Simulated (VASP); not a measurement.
Set up this calculation in VASP 6.6.1, as the native input.

```
Task                    : density of states
Functional              : PBE
Potentials or basis     : VASP PAW PBE potentials, release 64 (Nb_sv, P)
Cutoff                  : 520 eV
k mesh                  : 13 × 13 × 13
Occupations             : fermi-dirac, width 0.1 eV
Spin                    : no spin polarisation
Dipole correction       : no
k mesh for the DOS      : 20 × 20 × 20
Occupations for the DOS : tetrahedron
Further INCAR settings  : ALGO = Normal; EDIFF = 1e-07; NBANDS = 16
```

Crystal: NbP (CsCl type).

```
Nb P
1.0
     3.11003    0.00000    0.00000
     0.00000    3.11003    0.00000
     0.00000    0.00000    3.11003
Nb P
1 1
Cartesian
  0.0000 0.0000 0.0000
  1.5550 1.5550 1.5550
```

The input as run:

POSCAR

```
NbP
1.0
    3.1100332492      0.0000000000      0.0000000000
    0.0000000000      3.1100332492      0.0000000000
    0.0000000000      0.0000000000      3.1100332492
Nb P
1 1
Direct
    0.0000000000      0.0000000000      0.0000000000
    0.5000000000      0.5000000000      0.5000000000
```

INCAR.step1

```
SYSTEM = NbP
PREC = Accurate
ENCUT = 520
EDIFF = 1E-7
ISMEAR = -1
SIGMA = 0.1
LREAL = .FALSE.
LASPH = .TRUE.
NELM = 80
ALGO = Normal
ISIF = 2
LWAVE = .FALSE.
LCHARG = .TRUE.
LMAXMIX = 4
GGA = PE
NBANDS = 16
```

KPOINTS.step1

```
Automatic mesh
0
G
  13 13 13
  0 0 0
```

INCAR.step2

```
SYSTEM = NbP
PREC = Accurate
ENCUT = 520
EDIFF = 1E-7
ISMEAR = -5
SIGMA = 0.1
LREAL = .FALSE.
LASPH = .TRUE.
NELM = 80
ALGO = Normal
ISIF = 2
LWAVE = .FALSE.
LCHARG = .FALSE.
LMAXMIX = 4
GGA = PE
LORBIT = 10
NBANDS = 16
NEDOS = 1001
ICHARG = 11
```

KPOINTS.step2

```
Automatic mesh
0
G
  20 20 20
  0 0 0
```

Potentials or basis: VASP PAW PBE potentials, release 64 (Nb_sv, P).

The run is started by

```console
$ cat potpaw_PBE.64/Nb_sv/POTCAR potpaw_PBE.64/P/POTCAR > POTCAR
$ cp INCAR.step1 INCAR
$ cp KPOINTS.step1 KPOINTS
$ mpirun -np 1 vasp_std > vasp.out
$ cp INCAR.step2 INCAR
$ cp KPOINTS.step2 KPOINTS
$ mpirun -np 1 vasp_std > vasp.out
```

It gave:

```json
{"Valence electrons inside the program's atomic spheres": "Nb 10.65; P 2.51"}
```

Wall time 52 s on 1 thread of Intel Xeon 6975P-C, on a shared host, peak memory 0.24 GiB.
